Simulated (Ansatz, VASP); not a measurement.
**One calculation of Ir, two programs**

```
Ir
1.0
     4.28979    0.00000    0.00000
    -2.14490    3.71507    0.00000
     0.00000    0.00000    2.64940
Ir
3
Cartesian
  2.1449 3.7151 0.0000
  0.0000 2.4767 1.3247
  2.1449 1.2384 1.3247
```

Alike in both runs: task single point; functional r2SCAN; k mesh 10 × 10 × 13; occupations fermi-dirac, width 0.1 eV; no spin polarisation.

|  | VASP | Ansatz |
| --- | --- | --- |
| version | VASP 6.6.1 | Ansatz 0.2.0 |
| potentials or method | VASP PAW PBE potentials, release 64 (Ir), cutoff 520 eV | plane waves (500 eV) with PAW, scalar-relativistic |
| valence electrons in the cell | 27 | 51 |

|  | VASP | Ansatz | Ansatz less VASP |
| --- | --- | --- | --- |
| pressure (GPa) | 18.5 | 15.8 | -2.74 |
| traceless stress, the component that is largest in VASP (GPa) | -2.14 | -1.86 | +0.274 |

VASP's potentials were made for PBE, not for r2SCAN. VASP's potentials hold 27 valence electrons a cell and Ansatz's 51, so a difference there can come from the potentials and not from the codes.

Spin-orbit coupling is off throughout.
